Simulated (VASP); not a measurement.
A run of VASP 6.6.1 is set up as follows.

Contents of INCAR:

```
SYSTEM = Ba
  PREC = Accurate
  ENCUT = 600
  EDIFF = 1E-7
  ISMEAR = 0
  SIGMA = 0.1
  LREAL = .FALSE.
  LASPH = .TRUE.
  NELM = 60
  ALGO = Normal
  ISIF = 3
  LWAVE = .FALSE.
  LCHARG = .FALSE.
  GGA = PS
  IBRION = 2
  NSW = 100
  EDIFFG = -0.002
```

The input KPOINTS:

```
Automatic mesh
0
G
  12 12 12
  0 0 0
```

The input POSCAR:

```
Ba
1.0
   -2.5125000000      2.5125000000      2.5125000000
    2.5125000000     -2.5125000000      2.5125000000
    2.5125000000      2.5125000000     -2.5125000000
Ba
1
Direct
    0.0000000000      0.0000000000      0.0000000000
```

Potentials or basis: VASP PAW PBE potentials, release 64 (Ba_sv).

Run with:

```bash
$ cat potpaw_PBE.64/Ba_sv/POTCAR > POTCAR
$ mpirun -np 1 vasp_std > vasp.out
```

Task: Estimate the relaxed volume.

Result: 58.54 Å³/atom.

Task: Predict the relaxed cell.

Result: a = 4.237 Å, b = 4.237 Å, c = 4.237 Å, α = 109.47°, β = 109.47°, γ = 109.47°.

The path:
```csv
step,energy change (eV),largest force (eV/Å),pressure (GPa),volume (Å³)
1,0.0000,0.0000,-0.66,63.44
2,-0.0077,0.0000,-0.38,61.06
3,-0.0106,0.0000,0.07,57.99
4,-0.0107,0.0000,0.01,58.42
5,-0.0107,0.0000,-0.01,58.54
```

Caveat: the PAW data sets were made with another functional, which shifts forces and pressure a little.
